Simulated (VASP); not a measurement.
# SiO2 (I4/mmm) in VASP: notebook

SiO2 is run at these levels: PBE; tasks: single point.

All numbers are computed with VASP 6.6.1; they aren't measurements. Logs are shortened: lines on timing, memory, paths and dates and some standing lists are left out, and cuts for length are marked.

## Step 1: The cell of the first run

It takes space group I4/mmm (No. 139, tetragonal). The conventional cell has a = 9.010 Å, b = 9.010 Å, c = 5.272 Å, α = 90.00°, β = 90.00°, γ = 90.00°. Within 2.1 Å of Si (site symmetry m2m) lie 4 O at 1.61 to 1.62 Å. O (site symmetry m2m) has 2 Si at 1.62 Å within 2.2 Å. Within 2.1 Å of O (site symmetry 2/m) lie 2 Si at 1.61 Å.

## Step 2: Single point, PBE

Contents of INCAR:

```
PREC     = Accurate       # precision mode
ENCUT    = 520            # plane-wave cutoff, eV
EDIFF    = 1E-6           # SCF threshold, eV
ISMEAR   = -1             # smearing method
SIGMA    = 0.05           # smearing width, eV
LREAL    = F              # projectors in reciprocal space
LASPH    = T              # aspherical terms in the spheres
NELM     = 60             # most SCF steps
ALGO     = Normal         # electronic algorithm
ISIF     = 2              # what is computed and relaxed
LWAVE    = F              # write WAVECAR
LCHARG   = F              # write CHGCAR
GGA      = PE             # functional
NBANDS   = 44             # bands
```

Contents of KPOINTS:

```
Automatic mesh
0
Gamma
  5 5 5
```

Contents of POSCAR:

```
SiO2
1.0
   -4.5048837963      4.5048837963      2.6361801577
    4.5048837963     -4.5048837963      2.6361801577
    4.5048837963      4.5048837963     -2.6361801577
Si O
4 8
Direct
    0.8230813201      0.8230813201      0.6461626403
    0.1769186799      0.8230813201      0.0000000000
    0.8230813201      0.1769186799      0.0000000000
    0.1769186799      0.1769186799      0.3538373597
    0.0000000000      0.7905227590      0.7905227590
    0.2094772410      0.0000000000      0.2094772410
    0.7905227590      0.0000000000      0.7905227590
    0.0000000000      0.2094772410      0.2094772410
    0.0000000000      0.0000000000      0.5000000000
    0.5000000000      0.0000000000      0.0000000000
    0.0000000000      0.5000000000      0.0000000000
    0.5000000000      0.5000000000      0.5000000000
```

Potentials or basis: VASP PAW PBE potentials, release 64 (Si, O).

On the command line:

```sh
$ cat potpaw_PBE.64/Si/POTCAR potpaw_PBE.64/O/POTCAR > POTCAR
$ mpirun -np 1 vasp_std > vasp.out
```

OUTCAR:

```text
PREC = Accurate
   ENCUT = 520
   EDIFF = 1E-6
   ISMEAR = -1
   LREAL = F
   LASPH = T
   NELM = 60
   ISIF = 2
   GGA = PE

 ion  position               nearest neighbor table
   1  0.823  0.823  0.646-  12 1.61   9 1.61   5 1.62   7 1.62
   2  0.177  0.823  0.000-  10 1.61  11 1.61   5 1.62   6 1.62
   3  0.823  0.177  0.000-  10 1.61  11 1.61   7 1.62   8 1.62
   4  0.177  0.177  0.354-  12 1.61   9 1.61   6 1.62   8 1.62
   5  0.000  0.791  0.791-   1 1.62   2 1.62
   6  0.209  0.000  0.209-   4 1.62   2 1.62
   7  0.791  0.000  0.791-   1 1.62   3 1.62
   8  0.000  0.209  0.209-   4 1.62   3 1.62
   9  0.000  0.000  0.500-   1 1.61   4 1.61
  10  0.500  0.000  0.000-   2 1.61   3 1.61
  11  0.000  0.500  0.000-   2 1.61   3 1.61
  12  0.500  0.500  0.500-   1 1.61   4 1.61

  LATTYP: Found a body centered tetragonal cell.
 ALAT       =     9.0097675926
 C/A-ratio  =     0.5851827210

  Lattice vectors:

 A1 = (  -4.5048837963,   4.5048837963,   2.6361801577)
 A2 = (   4.5048837963,  -4.5048837963,   2.6361801577)
 A3 = (   4.5048837963,   4.5048837963,  -2.6361801577)

Analysis of symmetry for initial positions (statically):
=====================================================================
 Subroutine PRICEL returns:
 Original cell was already a primitive cell.

 Routine SETGRP: Setting up the symmetry group for a
 body centered tetragonal supercell.

 Subroutine GETGRP returns: Found 16 space group operations
 (whereof 16 operations were pure point group operations)
 out of a pool of 16 trial point group operations.

The static configuration has the point symmetry D_4h.

Analysis of symmetry for dynamics (positions and initial velocities):
=====================================================================
 Subroutine PRICEL returns:
 Original cell was already a primitive cell.

 Routine SETGRP: Setting up the symmetry group for a
 body centered tetragonal supercell.

 Subroutine GETGRP returns: Found 16 space group operations
 (whereof 16 operations were pure point group operations)
 out of a pool of 16 trial point group operations.

The dynamic configuration has the point symmetry D_4h.

 Subroutine INISYM returns: Found 16 space group operations
 (whereof 16 operations are pure point group operations),
 and found     1 'primitive' translations

----------------------------------------------------------------------------------------

                                     Primitive cell

  volume of cell :     213.9943

  direct lattice vectors                    reciprocal lattice vectors
    -4.504883796  4.504883796  2.636180158     0.000000000  0.110990654  0.189668372
     4.504883796 -4.504883796  2.636180158     0.110990654  0.000000000  0.189668372
     4.504883796  4.504883796 -2.636180158     0.110990654  0.110990654  0.000000000

  length of vectors
     6.894737258  6.894737258  6.894737258     0.219756722  0.219756722  0.156964489

  position of ions in fractional coordinates (direct lattice)
     0.823081320  0.823081320  0.646162640
     0.176918680  0.823081320  0.000000000
     0.823081320  0.176918680  0.000000000
     0.176918680  0.176918680  0.353837360
     0.000000000  0.790522759  0.790522759
     0.209477241  0.000000000  0.209477241
     0.790522759  0.000000000  0.790522759
     0.000000000  0.209477241  0.209477241
     0.000000000  0.000000000  0.500000000
     0.500000000  1.000000000  0.000000000
     1.000000000  0.500000000  0.000000000
     0.500000000  0.500000000  0.500000000

  ion indices of the primitive-cell ions
   primitive index   ion index
                 1           1
                 2           2
                 3           3
                 4           4
                 5           5
                 6           6
                 7           7
                 8           8
                 9           9
                10          10
                11          11
                12          12

----------------------------------------------------------------------------------------

 KPOINTS: Automatic mesh

Automatic generation of k-mesh.
 Grid dimensions read from file:
 generate k-points for:    5    5    5

 Generating k-lattice:

  Cartesian coordinates                     Fractional coordinates (reciprocal lattice)
     0.000000000  0.022198131  0.037933674     0.200000000  0.000000000  0.000000000
     0.022198131  0.000000000  0.037933674     0.000000000  0.200000000  0.000000000
     0.022198131  0.022198131  0.000000000     0.000000000  0.000000000  0.200000000

  Length of vectors
     0.043951344  0.043951344  0.031392898

  Shift w.r.t. Gamma in fractional coordinates (k-lattice)
     0.000000000  0.000000000  0.000000000

 Subroutine IBZKPT returns following result:
 ===========================================

 Found     18 irreducible k-points:

 Following reciprocal coordinates:
            Coordinates               Weight
  0.000000  0.000000  0.000000      1.000000
  0.200000  0.000000  0.000000      8.000000
  0.400000  0.000000  0.000000      8.000000
  0.200000  0.200000  0.000000      8.000000
  0.400000  0.200000  0.000000     16.000000
 -0.400000  0.200000  0.000000     16.000000
[... 10 lines left out ...]
 -0.400000  0.400000  0.400000      4.000000
 -0.400000 -0.400000  0.400000      2.000000
   k-points           NKPTS =     18   k-points in BZ     NKDIM =     18   number of bands    NBANDS=     44
   number of dos      NEDOS =    301   number of ions     NIONS =     12
   total plane-waves  NPLWV = 157464
   dimension x,y,z NGX =    54 NGY =   54 NGZ =   54
   dimension x,y,z NGXF=   108 NGYF=  108 NGZF=  108
   ions per type =               4   8
   NGX,Y,Z   is equivalent  to a cutoff of  13.02, 13.02, 13.02 a.u.
   NGXF,Y,Z  is equivalent  to a cutoff of  26.04, 26.04, 26.04 a.u.
 SYSTEM =  unknown system
   PREC   = accura    normal or accurate (medium, high low for compatibility)
   ISTART =      0    job   : 0-new  1-cont  2-samecut
   ICHARG =      2    charge: 1-file 2-atom 10-const
   ISPIN  =      1    spin polarized calculation?
   LNONCOLLINEAR =      F non collinear calculations
   LSORBIT =      F    spin-orbit coupling
   LASPH  =      T    aspherical Exc in radial PAW
   ENCUT  =  520.0 eV  38.22 Ry    6.18 a.u.  12.82 12.82 12.82*2*pi/ulx,y,z
   NELM   =     60;   NELMIN=  2; NELMDL= -5     # of ELM steps
   EDIFF  = 0.1E-05   stopping-criterion for ELM
   LREAL  =      F    real-space projection
   EDIFFG = 0.1E-04   stopping-criterion for IOM
   NSW    =      0    number of steps for IOM
   IBRION =     -1    ionic relax: 0-MD 1-quasi-New 2-CG
   NFREE  =      0    steps in history (QN), initial steepest desc. (CG)
   ISIF   =      2    stress and relaxation
   ISYM   =      2    0-nonsym 1-usesym 2-fastsym
   POTIM  = 0.5000    time-step for ionic-motion
   TEBEG  =    0.0;   TEEND  =   0.0 temperature during run
   PSTRESS=    0.0 pullay stress
   NELECT =      64.0000    total number of electrons
   NUPDOWN=      -1.0000    fix difference up-down
   EMIN   =  10.00;   EMAX   =-10.00  energy-range for DOS
   EFERMI =   0.00;   METHOD = LEGACY
   ISMEAR =    -1;   SIGMA  =   0.05  broadening in eV -4-tet -1-fermi 0-gaus
   EFERMI_NEDOS =   21; number of points for ismear=-14 and -15
   IALGO  =     38    algorithm
   IMIX   =      4    mixing-type and parameters
     AMIX     =   0.40;   BMIX     =  1.00
     AMIX_MAG =   1.60;   BMIX_MAG =  1.00
  volume/ion in A,a.u.               =      17.83       120.34
  Fermi-wavevector in a.u.,A,eV,Ry     =   1.094798  2.068869 16.307713  1.198583
  Thomas-Fermi vector in A             =   2.231110
   LORBIT       =      0    0 simple, 1 ext, 2 COOP (PROOUT), +10 PAW based schemes
   GGA     = PE    functional components
   LHFCALC =     F    Hartree Fock is set to
   AEXX    =    0.0000 exact exchange contribution
   IVDW    =     0    specifies the selected vdW correction
   LEPSILON=     F    determine dielectric tensor
   LRPA    =     F    only Hartree local field effects (RPA)
 non-spin polarized calculation
  energy-cutoff  :      520.00
  volume of cell :      213.99
 maximum number of plane-waves:      5776
 NGX is ok and might be reduce to    54
   NGX = 25   NGY = 25   NGZ = 25

 number of electron      64.0000017 magnetization

 Free energy of the ion-electron system (eV)
  ---------------------------------------------------
  ext. energy  EPLUGINS =         0.00000000
  ---------------------------------------------------
  free energy    TOTEN  =       -94.86202691 eV

  energy without entropy =      -94.86202691  energy(sigma->0) =      -94.86202691

 E-fermi :  -0.1073     XC(G=0):  -7.2605

 val. band max:       -1.2029755720   @ k =  -0.4000   0.4000   0.4000
 cond. band min:       4.1535889079   @ k =   0.0000   0.0000   0.0000
 fundamental gap:      5.3565644799
 Fermi energy:        -0.1073256175

 k-point     1 :       0.0000    0.0000    0.0000
  band No.  band energies     occupation
      1     -20.5592      2.00000
      2     -19.7111      2.00000
      3     -19.2013      2.00000
      4     -19.2013      2.00000
      5     -18.6071      2.00000
      6     -18.5841      2.00000
[... 36 lines left out ...]
     43       9.7167      0.00000
     44       9.8635      0.00000

 k-point     2 :       0.2000    0.0000    0.0000
  band No.  band energies     occupation
      1     -20.4651      2.00000
      2     -19.7105      2.00000
      3     -19.3370      2.00000
      4     -19.1987      2.00000
      5     -18.6063      2.00000
      6     -18.5884      2.00000
[... 744 lines left out ...]
 k-point    18 :      -0.4000   -0.4000    0.4000
  band No.  band energies     occupation
      1     -20.0684      2.00000
      2     -20.0684      2.00000
      3     -19.8347      2.00000
      4     -18.7027      2.00000
      5     -18.6032      2.00000
      6     -18.5982      2.00000
[... 36 lines left out ...]
     43       9.0338      0.00000
     44       9.9501      0.00000

------------------------ aborting loop because EDIFF is reached ----------------------------------------

  FORCE on cell =-STRESS in cart. coord.  units (eV):
  Direction    XX          YY          ZZ          XY          YZ          ZX
  --------------------------------------------------------------------------------------
  -------------------------------------------------------------------------------------
  Total        0.0569660      0.0569660      0.0219074      0.0000000      0.0000000     -0.0000000
  in kB        0.4265052      0.4265052      0.1640206      0.0000000      0.0000000     -0.0000000
  external PRESSURE =       0.3390103 kB  Pullay stress =       0.0000000 kB

 VOLUME and BASIS-vectors are now :
 -----------------------------------------------------------------------------
  energy-cutoff  :      520.00
  volume of cell :      213.99
      direct lattice vectors                 reciprocal lattice vectors
    -4.504883796  4.504883796  2.636180158     0.000000000  0.110990654  0.189668372
     4.504883796 -4.504883796  2.636180158     0.110990654  0.000000000  0.189668372
     4.504883796  4.504883796 -2.636180158     0.110990654  0.110990654  0.000000000

 POSITION                                       TOTAL-FORCE (eV/Angst)
 -----------------------------------------------------------------------------------
      2.91089      2.91089      2.63618        -0.021295     -0.021295      0.000000
      2.91089     -2.91089      2.63618        -0.021295      0.021295     -0.000000
     -2.91089      2.91089      2.63618         0.021295     -0.021295     -0.000000
      1.59400      1.59400      0.00000         0.021295      0.021295     -0.000000
      7.12243      0.00000      0.00000         0.012813      0.000000      0.000000
      0.00000      1.88734      0.00000        -0.000000     -0.012813     -0.000000
      0.00000      7.12243      0.00000        -0.000000      0.012813      0.000000
      1.88734      0.00000      0.00000        -0.012813      0.000000     -0.000000
      2.25244      2.25244     -1.31809        -0.000000     -0.000000      0.000000
     -2.25244      2.25244      1.31809        -0.000000     -0.000000      0.000000
      2.25244     -2.25244      1.31809        -0.000000      0.000000      0.000000
      2.25244      2.25244      1.31809        -0.000000      0.000000      0.000000
 -----------------------------------------------------------------------------------
    total drift:                               -0.000000      0.000000     -0.000000

  FREE ENERGIE OF THE ION-ELECTRON SYSTEM (eV)
  ---------------------------------------------------
  free  energy   TOTEN  =       -94.8620269102 eV

  energy  without entropy=      -94.8620269101  energy(sigma->0) =      -94.86202691
```

It took 3.6 min on 1 thread of Intel Xeon Platinum 8375C at 2.90GHz (Ice Lake), shared host; peak memory 0.42 GiB.

What came out:

- Free energy: -94.8620 eV
- Pressure: 0.0 GPa
- Largest force: 0.030 eV/Å
- Band gap on the k mesh: 5.36 eV

Forces on the atoms (eV/Å):
```
Si  -0.021 -0.021  0.000
Si  -0.021  0.021  0.000
Si   0.021 -0.021  0.000
Si   0.021  0.021  0.000
O    0.013  0.000  0.000
O    0.000 -0.013  0.000
O    0.000  0.013  0.000
O   -0.013  0.000  0.000
O    0.000  0.000  0.000
O    0.000  0.000  0.000
O    0.000  0.000  0.000
O    0.000  0.000  0.000
```

Caveat: an odd mesh through Γ misses points on the zone boundary, where band edges can lie.

## Step 3: Single point, PBE

This run uses another cell than the first one, of 17.76 Å³/atom.

Contents of INCAR:

```
SYSTEM = SiO2
PREC = Accurate
ENCUT = 520
EDIFF = 1E-7
ISMEAR = -1
SIGMA = 0.05
LREAL = .False.
LASPH = .True.
NELM = 80
ALGO = Normal
ISIF = 2
LWAVE = .False.
LCHARG = .False.
GGA = PE
NBANDS = 44
```

Contents of KPOINTS:

```
Automatic mesh
0
Gamma
  6 6 6
  0 0 0
```

Contents of POSCAR:

```
SiO2
1.0
   -4.5016575455      4.5016575455      2.6290673465
    4.5016575455     -4.5016575455      2.6290673465
    4.5016575455      4.5016575455     -2.6290673465
Si O
4 8
Direct
    0.8231114200      0.8231114200      0.6462228400
    0.1768885800      0.8231114200      0.0000000000
    0.8231114200      0.1768885800      0.0000000000
    0.1768885800      0.1768885800      0.3537771600
    0.0000000000      0.7914513400      0.7914513400
    0.2085486600      0.0000000000      0.2085486600
    0.7914513400      0.0000000000      0.7914513400
    0.0000000000      0.2085486600      0.2085486600
    0.0000000000      0.0000000000      0.5000000000
    0.5000000000      0.0000000000      0.0000000000
    0.0000000000      0.5000000000      0.0000000000
    0.5000000000      0.5000000000      0.5000000000
```

Potentials or basis: VASP PAW PBE potentials, release 64 (Si, O).

On the command line:

```sh
$ cat potpaw_PBE.64/Si/POTCAR potpaw_PBE.64/O/POTCAR > POTCAR
$ mpirun -np 1 vasp_std > vasp.out
```

Wall time 4.4 min (1 thread of AMD EPYC 9R45 (Zen 5), shared host); peak memory 0.46 GiB.

The run converged. Its results:

```yaml
Free_energy: -94.8577 eV
Pressure: 0.8 GPa
Largest_force: 0.087 eV/Å
Band_gap_on_the_k_mesh: 5.38 eV (least direct gap 5.39 eV)
```

Forces on the atoms (eV/Å):
```
Si   0.020  0.020  0.000
Si   0.020 -0.020  0.000
Si  -0.020  0.020  0.000
Si  -0.020 -0.020  0.000
O   -0.087  0.000  0.000
O    0.000  0.087  0.000
O    0.000 -0.087  0.000
O    0.087  0.000  0.000
O    0.000  0.000  0.000
O    0.000  0.000  0.000
O    0.000  0.000  0.000
O    0.000  0.000  0.000
```

Stress tensor (GPa, compression positive):
```
0.73 0.00 0.00
0.00 0.73 0.00
0.00 0.00 0.85
```

Levels at points of the mesh, in eV from the valence-band top:
```csv
k point,band 29,band 30,band 31,band 32,band 33,band 34,band 35,band 36
"(0.00, 0.00, 0.00)",-0.79,-0.65,-0.01,-0.01,5.38,8.29,8.45,8.65
"(0.50, 0.00, 0.00)",-1.08,-0.75,-0.57,-0.23,7.55,7.71,8.60,8.76
"(0.50, 0.50, 0.00)",-0.44,-0.37,-0.36,-0.23,6.53,6.90,8.53,8.78
"(0.50, 0.50, 0.50)",-0.99,-0.16,0.00,0.00,7.49,7.49,7.59,8.01
```
